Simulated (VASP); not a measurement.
# SiC (P6_3mc) in VASP: notebook, part 2 of 2

VASP 6.6.1. The steps go on from the part before.

## (5) Single point, r2SCAN

Input file POSCAR:

```
SiC
1.0
    3.0753562516      0.0000000000      0.0000000000
   -1.5376781258      2.6633366395      0.0000000000
    0.0000000000      0.0000000000      5.0481081077
Si C
2 2
Direct
    0.3333333333      0.6666666667     -0.0004084095
    0.6666666667      0.3333333333      0.4995915905
    0.3333333333      0.6666666667      0.3754084095
    0.6666666667      0.3333333333      0.8754084095
```

Input file INCAR.step1:

```
PREC = Accurate ; ENCUT = 520
ISMEAR = 0 ; SIGMA = 0.01
LREAL = F ; LASPH = T
NELM = 100 ; NBANDS = 16
GGA = PE ; ALGO = Normal
EDIFF = 1E-4 ; LWAVE = T
LCHARG = F
```

Input file INCAR.step2:

```
PREC = Accurate ; ENCUT = 520
EDIFF = 1E-6 ; ISMEAR = 0
SIGMA = 0.01 ; LREAL = F
LASPH = T ; NELM = 100
ALGO = Normal ; ISIF = 2
LWAVE = F ; LCHARG = T
METAGGA = R2SCAN ; LMIXTAU = T
LELF = T ; LVHAR = T
NBANDS = 16 ; ISTART = 1
```

Input file KPOINTS:

```
Automatic mesh
0
Gamma
  9 9 4
```

Potentials or basis: VASP PAW PBE potentials, release 64 (Si, C).

Launch:

```bash
$ cat potpaw_PBE.64/Si/POTCAR potpaw_PBE.64/C/POTCAR > POTCAR
$ cp INCAR.step1 INCAR
$ mpirun -np 1 vasp_std > vasp.out
$ cp INCAR.step2 INCAR
$ mpirun -np 1 vasp_std > vasp.out
```

OUTCAR:

```text
PREC = Accurate
   ENCUT = 520
   EDIFF = 1E-6
   ISMEAR = 0
   LREAL = F
   LASPH = T
   NELM = 100
   ISIF = 2
   METAGGA = R2SCAN
   ISTART = 1

 ion  position               nearest neighbor table
   1  0.333  0.667  1.000-   4 1.88   4 1.88   4 1.88   3 1.90   2 3.09   2 3.09   2 3.09   2 3.09
                             2 3.09   2 3.09
   2  0.667  0.333  0.500-   3 1.88   3 1.88   3 1.88   4 1.90   1 3.09   1 3.09   1 3.09   1 3.09
                             1 3.09   1 3.09
   3  0.333  0.667  0.375-   2 1.88   2 1.88   2 1.88   1 1.90
[... 661 lines left out ...]
  Direction    XX          YY          ZZ          XY          YZ          ZX
  --------------------------------------------------------------------------------------
  -------------------------------------------------------------------------------------
  Total       -0.0474759     -0.0474759     -0.0447487      0.0000000      0.0000000      0.0000000
  in kB       -1.8396451     -1.8396451     -1.7339685      0.0000000      0.0000000      0.0000000
  external PRESSURE =      -1.8044195 kB  Pullay stress =       0.0000000 kB

 VOLUME and BASIS-vectors are now :
 -----------------------------------------------------------------------------
  energy-cutoff  :      520.00
  volume of cell :       41.35
      direct lattice vectors                 reciprocal lattice vectors
     3.075356252  0.000000000  0.000000000     0.325165580  0.187734435  0.000000000
    -1.537678126  2.663336640  0.000000000     0.000000000  0.375468871  0.000000000
     0.000000000  0.000000000  5.048108108     0.000000000  0.000000000  0.198094014

 POSITION                                       TOTAL-FORCE (eV/Angst)
 -----------------------------------------------------------------------------------
     -0.00000      1.77556      5.04605        -0.000000     -0.000000     -0.000149
      1.53768      0.88778      2.52199         0.000000      0.000000     -0.000149
     -0.00000      1.77556      1.89510        -0.000000      0.000000      0.000149
      1.53768      0.88778      4.41916        -0.000000      0.000000      0.000149
 -----------------------------------------------------------------------------------
    total drift:                               -0.000000     -0.000000      0.000375

  FREE ENERGIE OF THE ION-ELECTRON SYSTEM (eV)
  ---------------------------------------------------
  free  energy   TOTEN  =       -38.6380362267 eV

  energy  without entropy=      -38.6380362267  energy(sigma->0) =      -38.63803623
```

OUTCAR.step1:

```text
PREC = Accurate
   ENCUT = 520
   ISMEAR = 0
   LREAL = F
[... 690 lines left out ...]
     -0.00000      1.77556      5.04605         0.000000      0.000000      0.001590
      1.53768      0.88778      2.52199         0.000000      0.000000      0.001590
     -0.00000      1.77556      1.89510        -0.000000      0.000000     -0.001590
      1.53768      0.88778      4.41916         0.000000     -0.000000     -0.001590
 -----------------------------------------------------------------------------------
    total drift:                               -0.000000      0.000000      0.000124

  FREE ENERGIE OF THE ION-ELECTRON SYSTEM (eV)
  ---------------------------------------------------
  free  energy   TOTEN  =       -30.1032531251 eV

  energy  without entropy=      -30.1032531251  energy(sigma->0) =      -30.10325313
```

OSZICAR.step1:

```text
N       E                     dE             d eps       ncg     rms          rms(c)
DAV:   1     0.234805927995E+02    0.23481E+02   -0.71946E+03  1152   0.902E+02
DAV:   2    -0.314727942102E+02   -0.54953E+02   -0.50295E+02  1648   0.156E+02
DAV:   3    -0.338148395600E+02   -0.23420E+01   -0.23330E+01  1576   0.294E+01
DAV:   4    -0.338313924415E+02   -0.16553E-01   -0.16552E-01  1352   0.306E+00
DAV:   5    -0.338315534946E+02   -0.16105E-03   -0.16104E-03  1528   0.283E-01    0.125E+01
DAV:   6    -0.301921906425E+02    0.36394E+01   -0.65137E+00  1456   0.157E+01    0.563E+00
DAV:   7    -0.301212240974E+02    0.70967E-01   -0.11106E+00  1616   0.616E+00    0.248E+00
DAV:   8    -0.301044949409E+02    0.16729E-01   -0.46599E-02  1280   0.138E+00    0.630E-01
DAV:   9    -0.301029149240E+02    0.15800E-02   -0.75181E-03  1480   0.589E-01    0.122E-01
DAV:  10    -0.301032272664E+02   -0.31234E-03   -0.10102E-03  1360   0.184E-01    0.571E-02
DAV:  11    -0.301032531251E+02   -0.25859E-04   -0.83905E-05   952   0.690E-02
   1 F= -.30103253E+02 E0= -.30103253E+02  d E =-.268275E-15
```

Wall time 65 s (1 thread of Intel Xeon Platinum 8259CL at 2.50GHz (Skylake/Cascade Lake), shared host); peak memory 0.16 GiB.

What came out:

```yaml
Free_energy: -38.6380 eV
Pressure: -0.2 GPa
Band_gap_on_the_k_mesh: 2.66 eV, indirect (least direct gap 4.52 eV)
```

Caveat: the PAW data sets were made with another functional, which shifts forces and pressure a little. r2SCAN opens gaps a little over a GGA but as a rule still falls short of measured ones.

## (6) Overview

| level | potentials or basis | k mesh | gap on the mesh (eV) | pressure (GPa) |
| --- | --- | --- | --- | --- |
| PBE | VASP PAW PBE potentials, release 64 (Si, C) | 9 × 9 × 4 | 2.27 | 3.5 |
| LDA | VASP PAW LDA potentials, release 64 (Si, C) | 12 × 12 × 4 | 2.15 | -3.8 |
| r2SCAN | VASP PAW PBE potentials, release 64 (Si, C) | 9 × 9 × 4 | 2.66 | -0.2 |

Alike in all rows: task single point; no spin polarisation; cell as given; cutoff (eV) 520; smearing gaussian 0.01 eV.

Caveats: the PAW data sets were made with another functional, which shifts forces and pressure a little (some runs).

Total energies depend on the potentials used, so only differences within one code and one set of settings carry meaning.
